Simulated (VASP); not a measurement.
Input of a VASP 6.6.1 run:

File INCAR:

```
PREC = Accurate ; ENCUT = 520
EDIFF = 1E-7 ; ISMEAR = 0
SIGMA = 0.1 ; LREAL = False
LASPH = True ; NELM = 60
ALGO = Normal ; ISIF = 2
LWAVE = False ; LCHARG = False
GGA = PE ; NBANDS = 19
```

KPOINTS

```
Automatic mesh
0
Gamma
  15 15 8
```

The input POSCAR:

```
Zr
1.0
    3.2803692350      0.0000000000      0.0000000000
   -1.6401846175      2.8408830913      0.0000000000
    0.0000000000      0.0000000000      5.1235501181
Zr
2
Direct
    0.3333333333      0.6666666667      0.2500000000
    0.6666666667      0.3333333333      0.7500000000
```

Potentials or basis: VASP PAW PBE potentials, release 64 (Zr_sv).

Launch:

```console
$ cat potpaw_PBE.64/Zr_sv/POTCAR > POTCAR
$ mpirun -np 1 vasp_std > vasp.out
```

Task: What does it give for the band gap on the k mesh?

Result: Zero (band 12 reaches 9.65 eV, above the bottom of band 13 at 8.45 eV).

Task: Predict the pressure.

Result: -1.7 GPa.

Stress tensor (GPa, compression positive):
```
-2.41  0.00  0.00
 0.00 -2.41  0.00
 0.00  0.00 -0.33
```

Caveat: the cell differs from its parent crystal (biaxial strain in the a-b plane: +1.5 %).
